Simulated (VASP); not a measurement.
Write the native input for VASP 6.6.1 that does the following.

- Task: single point
- Functional: PBE
- Potentials or basis: VASP PAW PBE potentials, release 64 (B, N)
- Cutoff: 520 eV
- k mesh: 12 × 12 × 6
- Occupations: gaussian, width 0.01 eV
- Spin: no spin polarisation
- Dipole correction: no
- Further INCAR settings: ALGO = Normal; EDIFF = 1e-06; NBANDS = 16

The structure of BN lies in POSCAR:

```
BN
1.0
    2.5693722481      0.0000000000      0.0000000000
   -1.2846861240      2.2251416346      0.0000000000
    0.0000000000      0.0000000000      4.2542563366
B N
2 2
Direct
    0.6666666667      0.3333333333      0.0000000000
    0.3333333333      0.6666666667      0.5000000000
    0.6666666667      0.3333333333      0.3750000000
    0.3333333333      0.6666666667      0.8750000000
```

These files were run (other wordings do the same):

INCAR

```
  ALGO = Normal
  EDIFF = 1E-6
  ENCUT = 520
  GGA = PE
  ISIF = 2
  ISMEAR = 0
  LASPH = T
  LCHARG = F
  LREAL = F
  LWAVE = F
  NBANDS = 16
  NELM = 60
  PREC = Accurate
  SIGMA = 0.01
```

KPOINTS

```
k-points
0
Gamma
  12 12 6
```

Potentials or basis: VASP PAW PBE potentials, release 64 (B, N).

The run is started by

```sh
$ cat potpaw_PBE.64/B/POTCAR potpaw_PBE.64/N/POTCAR > POTCAR
$ mpirun -np 1 vasp_std > vasp.out
```

Results of the run:

```json
{
 "Pressure": "-6.5 GPa",
 "Largest force": "0.023 eV/Å",
 "Band gap on the k mesh": "5.26 eV, indirect (least direct gap 8.16 eV)"
}
```

It took 23 s on 1 thread of Intel(R) Xeon(R) Platinum 8259CL CPU @ 2.50GHz (Skylake/Cascade Lake) (shared host), peak memory 0.14 GiB.
